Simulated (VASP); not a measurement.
# Ru6N in VASP: a series of runs

Runs on Ru6N. Level: PBE. Tasks: single point.

Everything below comes from runs of VASP 6.6.1. Logs are shortened: lines on timing, memory, paths and dates and some standing lists are left out, and cuts for length are marked.

### Step 1. The cell of the first run

The cell holds a slab with vacuum, 7 atoms: a = 2.720 Å, b = 4.297 Å, c = 20.838 Å, α = 90.00°, β = 90.00°, γ = 90.00°.

### Step 2. Single point, PBE

File INCAR:

```
PREC     = Accurate       # precision mode
ENCUT    = 520            # plane-wave cutoff, eV
EDIFF    = 1E-6           # SCF threshold, eV
ISMEAR   = 0              # smearing method
SIGMA    = 0.1            # smearing width, eV
LREAL    = F              # projectors in reciprocal space
LASPH    = T              # aspherical terms in the spheres
NELM     = 100            # most SCF steps
ALGO     = Normal         # electronic algorithm
ISIF     = 2              # what is computed and relaxed
LWAVE    = F              # write WAVECAR
LCHARG   = F              # write CHGCAR
LDIPOL   = T            
IDIPOL   = 3            
DIPOL    = 0.5 0.5 0.351
GGA      = PE             # functional
NBANDS   = 54             # bands
```

File KPOINTS:

```
Automatic mesh
0
Gamma
  10 6 1
```

File POSCAR:

```
Ru6N
1.0
    2.7197977462      0.0000000000      0.0000000000
    0.0000000000      4.2966597640      0.0000000000
    0.0000000000      0.0000000000     20.8383397414
Ru N
6 1
Direct
    0.0000000000      0.7500000000      0.1919538720
    0.5000000000      0.2500000000      0.2296314409
    0.5000000000      0.7500000000      0.3049865786
    0.0000000000      0.2500000000      0.3407382302
    0.0000000000      0.7500000000      0.4168575075
    0.5000000000      0.2500000000      0.4481326179
    0.5000000000      0.3500000000      0.5247928567
```

Potentials or basis: VASP PAW PBE potentials, release 64 (Ru_pv, N).

Started as:

```bash
> cat potpaw_PBE.64/Ru_pv/POTCAR potpaw_PBE.64/N/POTCAR > POTCAR
> mpirun -np 1 vasp_std > vasp.out
```

OUTCAR:

```text
PREC = Accurate
   ENCUT = 520
   EDIFF = 1E-6
   ISMEAR = 0
   LREAL = F
   LASPH = T
   NELM = 100
   ISIF = 2
   GGA = PE

 ion  position               nearest neighbor table
   1  0.000  0.750  0.192-   2 2.66   2 2.66   2 2.66   2 2.66   3 2.72   3 2.72
   2  0.500  0.250  0.230-   3 2.66   3 2.66   1 2.66   1 2.66   1 2.66   1 2.66   4 2.69   4 2.69

   3  0.500  0.750  0.305-   4 2.65   4 2.65   4 2.65   4 2.65   2 2.66   2 2.66   5 2.70   5 2.70
                             1 2.72   1 2.72
   4  0.000  0.250  0.341-   6 2.62   6 2.62   3 2.65   3 2.65   3 2.65   3 2.65   5 2.67   5 2.67
                             2 2.69   2 2.69
   5  0.000  0.750  0.417-   6 2.62   6 2.62   6 2.62   6 2.62   4 2.67   4 2.67   3 2.70   3 2.70

   6  0.500  0.250  0.448-   7 1.65   4 2.62   4 2.62   5 2.62   5 2.62   5 2.62   5 2.62
   7  0.500  0.350  0.525-   6 1.65

  LATTYP: Found a simple orthorhombic cell.
 ALAT       =     2.7197977462
 B/A-ratio  =     1.5797717937
 C/A-ratio  =     7.6617240273

  Lattice vectors:

 A1 = (   2.7197977462,   0.0000000000,   0.0000000000)
 A2 = (   0.0000000000,   4.2966597640,   0.0000000000)
 A3 = (   0.0000000000,   0.0000000000,  20.8383397414)

Analysis of symmetry for initial positions (statically):
=====================================================================
 Subroutine PRICEL returns:
 Original cell was already a primitive cell.

 Routine SETGRP: Setting up the symmetry group for a
 simple orthorhombic supercell.

 Subroutine GETGRP returns: Found  2 space group operations
 (whereof  2 operations were pure point group operations)
 out of a pool of  8 trial point group operations.

The static configuration has the point symmetry C_1h.

Analysis of symmetry for dynamics (positions and initial velocities):
=====================================================================
 Subroutine PRICEL returns:
 Original cell was already a primitive cell.

 Routine SETGRP: Setting up the symmetry group for a
 simple orthorhombic supercell.

 Subroutine GETGRP returns: Found  2 space group operations
 (whereof  2 operations were pure point group operations)
 out of a pool of  8 trial point group operations.

The dynamic configuration has the point symmetry C_1h.

 Subroutine INISYM returns: Found  2 space group operations
 (whereof  2 operations are pure point group operations),
 and found     1 'primitive' translations

----------------------------------------------------------------------------------------

                                     Primitive cell

  volume of cell :     243.5178

  direct lattice vectors                    reciprocal lattice vectors
     2.719797746  0.000000000  0.000000000     0.367674398  0.000000000  0.000000000
     0.000000000  4.296659764  0.000000000     0.000000000  0.232738931  0.000000000
     0.000000000  0.000000000 20.838339741     0.000000000  0.000000000  0.047988468

  length of vectors
     2.719797746  4.296659764 20.838339741     0.367674398  0.232738931  0.047988468

  position of ions in fractional coordinates (direct lattice)
     0.000000000  0.750000000  0.191953872
     0.500000000  0.250000000  0.229631441
     0.500000000  0.750000000  0.304986579
     0.000000000  0.250000000  0.340738230
     0.000000000  0.750000000  0.416857507
     0.500000000  0.250000000  0.448132618
     0.500000000  0.350000000  0.524792857

  ion indices of the primitive-cell ions
   primitive index   ion index
                 1           1
                 2           2
                 3           3
                 4           4
                 5           5
                 6           6
                 7           7

----------------------------------------------------------------------------------------

 KPOINTS: Automatic mesh

Automatic generation of k-mesh.
 Grid dimensions read from file:
 generate k-points for:   10    6    1

 Generating k-lattice:

  Cartesian coordinates                     Fractional coordinates (reciprocal lattice)
     0.036767440  0.000000000  0.000000000     0.100000000  0.000000000  0.000000000
     0.000000000  0.038789822  0.000000000     0.000000000  0.166666667  0.000000000
     0.000000000  0.000000000  0.047988468     0.000000000  0.000000000  1.000000000

  Length of vectors
     0.036767440  0.038789822  0.047988468

  Shift w.r.t. Gamma in fractional coordinates (k-lattice)
     0.000000000  0.000000000  0.000000000

 Subroutine IBZKPT returns following result:
 ===========================================

 Found     24 irreducible k-points:

 Following reciprocal coordinates:
            Coordinates               Weight
  0.000000  0.000000  0.000000      1.000000
  0.100000  0.000000  0.000000      2.000000
  0.200000  0.000000  0.000000      2.000000
  0.300000  0.000000  0.000000      2.000000
  0.400000  0.000000  0.000000      2.000000
  0.500000  0.000000  0.000000      1.000000
[... 16 lines left out ...]
  0.400000  0.500000  0.000000      2.000000
  0.500000  0.500000  0.000000      1.000000
   k-points           NKPTS =     24   k-points in BZ     NKDIM =     24   number of bands    NBANDS=     54
   number of dos      NEDOS =    301   number of ions     NIONS =      7
   total plane-waves  NPLWV = 102400
   dimension x,y,z NGX =    20 NGY =   32 NGZ =  160
   dimension x,y,z NGXF=    40 NGYF=   64 NGZF=  320
   ions per type =               6   1
   NGX,Y,Z   is equivalent  to a cutoff of  12.22, 12.38, 12.76 a.u.
   NGXF,Y,Z  is equivalent  to a cutoff of  24.45, 24.76, 25.53 a.u.
 SYSTEM =  unknown system
   PREC   = accura    normal or accurate (medium, high low for compatibility)
   ISTART =      0    job   : 0-new  1-cont  2-samecut
   ICHARG =      2    charge: 1-file 2-atom 10-const
   ISPIN  =      1    spin polarized calculation?
   LNONCOLLINEAR =      F non collinear calculations
   LSORBIT =      F    spin-orbit coupling
   LASPH  =      T    aspherical Exc in radial PAW
   ENCUT  =  520.0 eV  38.22 Ry    6.18 a.u.   5.06  7.99 38.75*2*pi/ulx,y,z
   NELM   =    100;   NELMIN=  2; NELMDL= -5     # of ELM steps
   EDIFF  = 0.1E-05   stopping-criterion for ELM
   LREAL  =      F    real-space projection
   EDIFFG = 0.1E-04   stopping-criterion for IOM
   NSW    =      0    number of steps for IOM
   IBRION =     -1    ionic relax: 0-MD 1-quasi-New 2-CG
   NFREE  =      0    steps in history (QN), initial steepest desc. (CG)
   ISIF   =      2    stress and relaxation
   ISYM   =      2    0-nonsym 1-usesym 2-fastsym
   POTIM  = 0.5000    time-step for ionic-motion
   TEBEG  =    0.0;   TEEND  =   0.0 temperature during run
   PSTRESS=    0.0 pullay stress
   NELECT =      89.0000    total number of electrons
   NUPDOWN=      -1.0000    fix difference up-down
   EMIN   =  10.00;   EMAX   =-10.00  energy-range for DOS
   EFERMI =   0.00;   METHOD = LEGACY
   ISMEAR =     0;   SIGMA  =   0.10  broadening in eV -4-tet -1-fermi 0-gaus
   EFERMI_NEDOS =   21; number of points for ismear=-14 and -15
   IALGO  =     38    algorithm
   IMIX   =      4    mixing-type and parameters
     AMIX     =   0.40;   BMIX     =  1.00
     AMIX_MAG =   1.60;   BMIX_MAG =  1.00
  volume/ion in A,a.u.               =      34.79       234.76
  Fermi-wavevector in a.u.,A,eV,Ry     =   1.170473  2.211873 18.640066  1.370006
  Thomas-Fermi vector in A             =   2.306931
   LORBIT       =      0    0 simple, 1 ext, 2 COOP (PROOUT), +10 PAW based schemes
   GGA     = PE    functional components
   LHFCALC =     F    Hartree Fock is set to
   AEXX    =    0.0000 exact exchange contribution
   IVDW    =     0    specifies the selected vdW correction
   LEPSILON=     F    determine dielectric tensor
   LRPA    =     F    only Hartree local field effects (RPA)
 non-spin polarized calculation
 Gauss-broadening in eV      SIGMA  =   0.10
  energy-cutoff  :      520.00
  volume of cell :      243.52
 maximum number of plane-waves:      6614
   NGX = 11   NGY = 15   NGZ = 77

 dipolmoment           0.000000      0.000000     -0.413333 electrons x Angstroem

 number of electron      89.0000041 magnetization

 dipolmoment           0.000000      0.000000      0.103900 electrons x Angstroem

 Free energy of the ion-electron system (eV)
  ---------------------------------------------------
  ext. energy  EPLUGINS =         0.00000000
  ---------------------------------------------------
  free energy    TOTEN  =       -58.32088709 eV

  energy without entropy =      -58.27539950  energy(sigma->0) =      -58.29814330

 E-fermi :   0.9810     XC(G=0):  -6.0649

 val. band max:        0.9769303001   @ k =   0.4000   0.3333   0.0000
 cond. band min:       0.9957041184   @ k =   0.3000   0.0000   0.0000
 fundamental gap:      0.0187738183
 Fermi energy:         0.9810031047

 k-point     1 :       0.0000    0.0000    0.0000
  band No.  band energies     occupation
      1     -43.5288      2.00000
      2     -42.7735      2.00000
      3     -42.5584      2.00000
      4     -42.3630      2.00000
      5     -42.3489      2.00000
      6     -42.2154      2.00000
[... 46 lines left out ...]
     53       2.6486      0.00000
     54       2.8047      0.00000

 k-point     2 :       0.1000    0.0000    0.0000
  band No.  band energies     occupation
      1     -43.5217      2.00000
      2     -42.7515      2.00000
      3     -42.5383      2.00000
      4     -42.4032      2.00000
      5     -42.3526      2.00000
      6     -42.1976      2.00000
[... 46 lines left out ...]
     53       2.6783      0.00000
     54       2.8320      0.00000
[... 1195 lines left out ...]
     53       3.6215      0.00000
     54       4.1640      0.00000

 k-point    24 :       0.5000    0.5000    0.0000
  band No.  band energies     occupation
      1     -43.4620      2.00000
      2     -42.9415      2.00000
      3     -42.6628      2.00000
      4     -42.5953      2.00000
      5     -42.5298      2.00000
      6     -42.3830      2.00000
[... 46 lines left out ...]
     53       4.5053      0.00000
     54       4.8871      0.00000

------------------------ aborting loop because EDIFF is reached ----------------------------------------

 vacuum level on the upper side and lower side of the slab       (xc-potential included)         0.780        -0.788

  FORCE on cell =-STRESS in cart. coord.  units (eV):
  Direction    XX          YY          ZZ          XY          YZ          ZX
  --------------------------------------------------------------------------------------
  -------------------------------------------------------------------------------------
  Total        0.0333608      0.0229696      2.8478092      0.0000000     -0.4349444      0.0000000
  in kB        0.2194908      0.1511237     18.7365996      0.0000000     -2.8616312      0.0000000
  external PRESSURE =       6.3690714 kB  Pullay stress =       0.0000000 kB

 VOLUME and BASIS-vectors are now :
 -----------------------------------------------------------------------------
  energy-cutoff  :      520.00
  volume of cell :      243.52
      direct lattice vectors                 reciprocal lattice vectors
     2.719797746  0.000000000  0.000000000     0.367674398  0.000000000  0.000000000
     0.000000000  4.296659764  0.000000000     0.000000000  0.232738931  0.000000000
     0.000000000  0.000000000 20.838339741     0.000000000  0.000000000  0.047988468

 POSITION                                       TOTAL-FORCE (eV/Angst)
 -----------------------------------------------------------------------------------
      0.00000      3.22249      4.00000         0.000000      0.059918      0.843044
      1.35990      1.07416      4.78514         0.000000     -0.038539     -0.491141
      1.35990      3.22249      6.35541         0.000000     -0.127013     -0.052868
      0.00000      1.07416      7.10042         0.000000      0.122500     -1.759837
      0.00000      3.22249      8.68662         0.000000      0.304045     -0.999179
      1.35990      1.07416      9.33834         0.000000     -0.198704      2.172600
      1.35990      1.50383     10.93581         0.000000     -0.122206      0.287382
 -----------------------------------------------------------------------------------
    total drift:                               -0.000000     -0.000055     -0.000306

  FREE ENERGIE OF THE ION-ELECTRON SYSTEM (eV)
  ---------------------------------------------------
  free  energy   TOTEN  =       -58.3208870906 eV

  energy  without entropy=      -58.2753995018  energy(sigma->0) =      -58.29814330

 vacuum level on the upper side and lower side of the slab         7.399         5.791
```

Run time: 5.6 min. Hardware: 1 thread of Intel Xeon 6975P-C (Granite Rapids), shared host; peak memory 0.45 GiB.

Results:

```yaml
Free_energy: -58.3209 eV
Largest_force: 2.182 eV/Å
Band_gap_on_the_k_mesh: zero (an odd number of electrons rules out a gap without spin polarisation)
```

Forces on the atoms (eV/Å):
```
Ru   0.000  0.060  0.843
Ru   0.000 -0.039 -0.491
Ru   0.000 -0.127 -0.053
Ru   0.000  0.122 -1.760
Ru   0.000  0.304 -0.999
Ru   0.000 -0.199  2.173
N    0.000 -0.122  0.287
```

### Step 3. Single point, PBE

File INCAR:

```
ALGO     = Normal         # electronic algorithm
DIPOL    = 0.5 0.5 0.351
EDIFF    = 1E-6           # SCF threshold, eV
ENCUT    = 520            # plane-wave cutoff, eV
GGA      = PE             # functional
IDIPOL   = 3            
ISIF     = 2              # what is computed and relaxed
ISMEAR   = 0              # smearing method
LASPH    = T              # aspherical terms in the spheres
LCHARG   = F              # write CHGCAR
LDIPOL   = T            
LREAL    = F              # projectors in reciprocal space
LWAVE    = F              # write WAVECAR
NBANDS   = 54             # bands
NELM     = 80             # most SCF steps
PREC     = Accurate       # precision mode
SIGMA    = 0.1            # smearing width, eV
```

File KPOINTS:

```
k-points
0
Gamma
  10 6 1
```

Changes to POSCAR since step 2:

```diff
@@ -14,2 +14,2 @@
     0.5000000000      0.2500000000      0.4481326179
-    0.5000000000      0.3500000000      0.5247928567
+    0.6666666667      0.2500000000      0.5250018168
```

Potentials or basis: VASP PAW PBE potentials, release 64 (Ru_pv, N).

Started as:

```bash
> cat potpaw_PBE.64/Ru_pv/POTCAR potpaw_PBE.64/N/POTCAR > POTCAR
> mpirun -np 1 vasp_std > vasp.out
```

Wall time 5.5 min (1 thread of Intel Xeon 6975P-C (Granite Rapids), shared host); peak memory 0.44 GiB.

Results (log left out):

```yaml
Free_energy: -58.2937 eV
Largest_force: 2.368 eV/Å
Band_gap_on_the_k_mesh: zero (an odd number of electrons rules out a gap without spin polarisation)
```

Forces on the atoms (eV/Å):
```
Ru   0.012  0.000  0.881
Ru  -0.067  0.000 -0.489
Ru  -0.037  0.000 -0.186
Ru  -0.136  0.000 -1.577
Ru   0.174  0.000 -1.222
Ru   0.272  0.000  2.353
N   -0.220  0.000  0.241
```

Levels at points of the mesh, in eV from the Fermi level:
| k point | band 42 | band 43 | band 44 | band 45 | band 46 | band 47 | band 48 | band 49 |
| --- | --- | --- | --- | --- | --- | --- | --- | --- |
| (0.00, 0.00, 0.00) | -1.30 | -1.25 | -0.77 | -0.71 | -0.42 | -0.16 | 0.45 | 0.52 |
| (0.50, 0.00, 0.00) | -0.04 | 0.11 | 0.13 | 0.85 | 1.19 | 1.23 | 1.47 | 1.56 |
| (0.00, 0.50, 0.00) | -1.14 | -0.80 | -0.55 | -0.18 | 0.31 | 0.37 | 0.41 | 0.55 |
| (0.50, 0.50, 0.00) | -0.30 | 0.27 | 0.55 | 0.76 | 0.78 | 1.26 | 1.31 | 1.42 |

### Step 4. Single point, PBE

File INCAR:

```
SYSTEM = Ru6N
PREC = Accurate ; ENCUT = 520
EDIFF = 1E-6 ; ISMEAR = 0
SIGMA = 0.1 ; LREAL = .False.
LASPH = .True. ; NELM = 80
ALGO = Normal ; ISIF = 2
LWAVE = .False. ; LCHARG = .False.
LDIPOL = .True. ; IDIPOL = 3
DIPOL = 0.5 0.5 0.348 ; GGA = PE
NBANDS = 54
```

File KPOINTS:

```
Automatic mesh
0
Gamma
  10 6 1
  0 0 0
```

Changes to POSCAR since step 3:

```diff
@@ -14,2 +14,2 @@
     0.5000000000      0.2500000000      0.4481326179
-    0.6666666667      0.2500000000      0.5250018168
+    0.5000000000      0.5500000000      0.5015489632
```

Started as:

```bash
> cat potpaw_PBE.64/Ru_pv/POTCAR potpaw_PBE.64/N/POTCAR > POTCAR
> mpirun -np 1 vasp_std > vasp.out
```

Run time: 6.2 min. Hardware: 1 thread of Intel Xeon 6975P-C (Granite Rapids), shared host; peak memory 0.44 GiB.

The run converged. Its results:

```yaml
Free_energy: -58.5931 eV
Largest_force: 1.947 eV/Å
Band_gap_on_the_k_mesh: zero (an odd number of electrons rules out a gap without spin polarisation)
```

Forces in eV/Å, atoms in the order of the input:
```
Ru   0.000  0.056  0.743
Ru   0.000 -0.010 -0.411
Ru   0.000 -0.356 -0.363
Ru   0.000  0.153 -0.766
Ru   0.000 -0.153  1.036
Ru   0.000 -1.632 -0.363
N    0.000  1.943  0.125
```

Levels at points of the mesh, in eV from the Fermi level:
| k point | band 43 | band 44 | band 45 | band 46 | band 47 | band 48 |
| --- | --- | --- | --- | --- | --- | --- |
| (0.00, 0.00, 0.00) | -1.06 | -0.88 | -0.68 | -0.19 | 0.41 | 0.52 |
| (0.50, 0.00, 0.00) | 0.12 | 0.28 | 0.82 | 1.25 | 1.35 | 1.47 |
| (0.00, 0.50, 0.00) | -0.77 | -0.30 | -0.19 | 0.35 | 0.35 | 0.52 |
| (0.50, 0.50, 0.00) | 0.10 | 0.37 | 0.86 | 0.97 | 1.24 | 1.36 |

### Step 5. The runs side by side

| cell | gap on the mesh (eV) | largest force (eV/Å) |
| --- | --- | --- |
| as given, atomic positions A | none | 2.18 |
| as given, atomic positions B | none | 2.37 |
| as given, atomic positions C | none | 1.95 |

Alike in all rows: task single point; level PBE; potentials or basis VASP PAW PBE potentials, release 64 (Ru_pv, N); no spin polarisation; k mesh 10 × 6 × 1; cutoff (eV) 520; smearing gaussian 0.1 eV.

Absolute energies hang on the potentials; compare differences alone.

The gap in the log of VASP goes by the Fermi energy; the results here count the filled bands.